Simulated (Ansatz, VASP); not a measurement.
# Two plane-wave programs on BaS

```
CELL_PARAMETERS angstrom
0.00000 3.25762 3.19375
3.25762 0.00000 3.19375
3.25762 3.25762 0.00000
ATOMIC_POSITIONS crystal
Ba 0.00000 0.00000 0.00000
S 0.50000 0.50000 0.50000
```

Change from the starting cell: equal xx and yy strain of +2 %, PAW files.

Alike in both runs: task electric field gradients; functional PBEsol; k mesh 8 × 8 × 8; occupations fermi-dirac, width 0.02 eV; no spin polarisation.

|  | VASP | Ansatz |
| --- | --- | --- |
| version | VASP 6.6.1 | Ansatz 0.2.0 |
| potentials or method | VASP PAW PBE potentials, release 64 (Ba_sv, S) | PAW with Ansatz's default frozen-core files, scalar-relativistic |
| plane-wave cutoff (eV) | 520 | 420 |
| valence electrons in the cell | 16 | 16 |

Ansatz gave:

* gap on the k mesh at the Fermi level (eV): 2.09
* pressure (GPa): -2.6
* traceless stress, the component that is largest in VASP (GPa): 0.82
* size of Vzz on the site where it differs most (V/Å²): 23.4

Estimate VASP's values.

gap on the k mesh at the Fermi level (eV): 2.00; pressure (GPa): -2.1; traceless stress, the component that is largest in VASP (GPa): 0.91; size of Vzz on the site where it differs most (V/Å²): 24.8.

VASP's potentials were made for PBE, not for PBEsol.

Spin-orbit coupling is off throughout.
